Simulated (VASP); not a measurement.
A run of VASP 6.6.1 is set up as follows.

File POSCAR:

```
Ge
1.0
    0.0000000000      2.7906767997      2.7906767997
    2.7906767997      0.0000000000      2.7906767997
    2.7906767997      2.7906767997      0.0000000000
Ge
2
Direct
    0.7500000000      0.7500000000      0.7500000000
    0.5000000000      0.5000000000      0.5000000000
```

The input INCAR.step1:

```
SYSTEM = Ge
PREC = Accurate
ENCUT = 520
EDIFF = 1E-5
ISMEAR = -1
SIGMA = 0.05
LREAL = .FALSE.
LASPH = .TRUE.
NELM = 60
ALGO = Normal
ISIF = 2
LWAVE = .TRUE.
LCHARG = .FALSE.
NBANDS = 21
GGA = PE
```

The input INCAR.step2:

```
SYSTEM = Ge
PREC = Accurate
ENCUT = 520
EDIFF = 1E-7
ISMEAR = -1
SIGMA = 0.05
LREAL = .FALSE.
LASPH = .TRUE.
NELM = 60
ALGO = Normal
ISIF = 2
LWAVE = .FALSE.
LCHARG = .FALSE.
GGA = PS
LHFCALC = .TRUE.
AEXX = 0.25
HFSCREEN = 0.207
PRECFOCK = Normal
NBANDS = 21
ISTART = 1
```

The input KPOINTS:

```
Automatic mesh
0
G
  4 4 4
  0 0 0
```

Potentials or basis: VASP PAW PBE potentials, release 64 (Ge_d).

The run is started by

```bash
$ cat potpaw_PBE.64/Ge_d/POTCAR > POTCAR
$ cp INCAR.step1 INCAR
$ mpirun -np 1 vasp_std > vasp.out
$ cp INCAR.step2 INCAR
$ mpirun -np 1 vasp_std > vasp.out
```

**Question.** What does it give for the pressure?

**Answer.** 2.5 GPa.

**Question.** Predict the band gap on the k mesh.

**Answer.** 0.96 eV (least direct gap 1.31 eV).

Caveat: the k points lie up to 0.49 Å⁻¹ apart; the PAW data sets were made with another functional, which shifts forces and pressure a little. A k mesh can miss the band edges.
